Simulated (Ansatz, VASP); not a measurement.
# Mn in VASP and in Ansatz

```xyz
1
Lattice="0.0000 1.9787 1.9787 1.9787 0.0000 1.9787 1.9787 1.9787 0.0000" Properties=species:S:1:pos:R:3 pbc="T T T"
Mn    0.0000    0.0000    0.0000
```

Alike in both runs: task single point; functional r2SCAN; k mesh 15 × 15 × 15; occupations fermi-dirac, width 0.05 eV; collinear spin.

|  | VASP | Ansatz |
| --- | --- | --- |
| version | VASP 6.6.1 | Ansatz 0.2.0 |
| potentials or method | VASP PAW PBE potentials, release 64 (Mn_pv), cutoff 520 eV | plane waves (500 eV) with PAW, scalar-relativistic |
| valence electrons in the cell | 13 | 15 |

Ansatz gave:

```
pressure (GPa)                                                : 0.0
net moment per atom (μB)                                      : 3.84
size of the moment on the site where the two differ most (μB) : 3.81
```

Task: Which values does VASP return?

Result: Pressure (GPa): 0.3; net moment per atom (μB): 3.84; size of the moment on the site where the two differ most (μB): 3.77.

VASP's potentials were made for PBE, not for r2SCAN. Site moments also hang on the region over which each program counts them. VASP's potentials hold 13 valence electrons a cell and Ansatz's 15, so a difference there can come from the potentials and not from the codes. Ansatz's warnings: stability check not made.
